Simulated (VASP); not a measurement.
Crystal: Sb.

```
Sb
1.0
     1.90714   -2.60510    0.00000
     1.90714    2.60510    0.00000
     0.00000    0.00000    3.54976
Sb
1
Cartesian
  0.0000 0.0000 1.7749
```

```yaml
Program: VASP 6.6.1
Task: relaxation of cell and atoms
Functional: PBE
Potentials_or_basis: VASP PAW PBE potentials, release 64 (Sb)
Cutoff: 600 eV
k_mesh: 6 × 6 × 6
Occupations: gaussian, width 0.1 eV
Spin: no spin polarisation
```

At the start: pressure -5.6 GPa; volume 35.27 Å³/atom.

**Question.** Where does the relaxation end?

**Answer.** Over 14 steps the energy falls by 268.8 meV/atom and the volume is 30.56 Å³/atom (-13.4 %); space group Pm-3m (No. 221, to 0.05 Å).

The path:
```csv
step,energy change (eV),largest force (eV/Å),pressure (GPa),volume (Å³)
1,0.0000,0.0000,-5.59,35.27
2,-0.1481,0.0000,1.62,29.33
3,-0.1481,0.0000,1.62,29.32
4,-0.2027,0.0000,3.01,28.84
5,-0.2061,0.0000,4.69,28.13
6,-0.2176,0.0000,3.95,28.48
7,-0.2471,0.0000,-1.63,31.61
8,-0.2510,0.0000,-0.37,30.76
9,-0.2627,0.0000,-1.13,31.23
10,-0.2631,0.0000,-1.20,31.30
11,-0.2680,0.0000,0.33,30.26
12,-0.2681,0.0000,0.20,30.35
13,-0.2685,0.0000,0.11,30.43
14,-0.2688,0.0000,-0.04,30.56
```

Final structure:
```
CELL_PARAMETERS angstrom
2.20655 -2.21417 0.00000
2.20655 2.21417 0.00000
0.00000 0.00000 3.12709
ATOMIC_POSITIONS crystal
Sb 0.00000 0.00000 0.50000
```
